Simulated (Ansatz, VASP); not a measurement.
## One calculation of GaP, two programs

The input INCAR:

```
SYSTEM = GaP
PREC = Accurate
ENCUT = 500
EDIFF = 1E-6
ISMEAR = -1
SIGMA = 0.1
LREAL = .False.
LASPH = .True.
NELM = 120
ALGO = Normal
ISIF = 2
LWAVE = .False.
LCHARG = .False.
NBANDS = 16
GGA_COMPAT = .False.
```

KPOINTS

```
Automatic mesh
0
Gamma
  14 14 14
  0 0 0
```

POSCAR

```
GaP
1.0
    0.0000000000      2.4738218885      2.4738218885
    2.4738218885      0.0000000000      2.4738218885
    2.4738218885      2.4738218885      0.0000000000
Ga P
1 1
Direct
    0.0000000000      0.0000000000      0.0000000000
    0.5000000000      0.5000000000      0.5000000000
```

Input for Ansatz:

```yaml
crystal:
  lattice:
    - [0.0, 2.4738218885, 2.4738218885]
    - [2.4738218885, 0.0, 2.4738218885]
    - [2.4738218885, 2.4738218885, 0.0]
  atoms:
    - { symbol: Ga, position: [0.0, 0.0, 0.0] }
    - { symbol: P, position: [0.5, 0.5, 0.5] }
kpoints:
  mp_grid: { grid: [14, 14, 14] }
scf:
  occupations: { method: fermi_dirac, width: 0.1 }
hamiltonian:
  xc: lda
  pseudopotentials: { kind: all_electron, lapw: { basis_error: 0.001 } }
output:
  forces: true
  stress: true
  eigenvalues: true
  populations: true
```

Change from the starting cell: volume scaled by 0.94, LAPW.

Alike in both runs: task single point; functional LDA; k mesh 14 × 14 × 14; occupations fermi-dirac, width 0.1 eV; no spin polarisation.

|  | VASP | Ansatz |
| --- | --- | --- |
| version | VASP 6.6.1 | Ansatz 0.2.0 |
| potentials or method | VASP PAW LDA potentials, release 64 (Ga_d, P), cutoff 500 eV | all-electron LAPW, scalar-relativistic |

Ansatz gave:

```
pressure (GPa) : 7.5
```

Q: Which values does VASP return?

A: Pressure (GPa): 7.6.

LDA's correlation is that of Perdew and Zunger in VASP and of Perdew and Wang (1992) in Ansatz. Ansatz ran all-electron here, and VASP with PAW potentials.
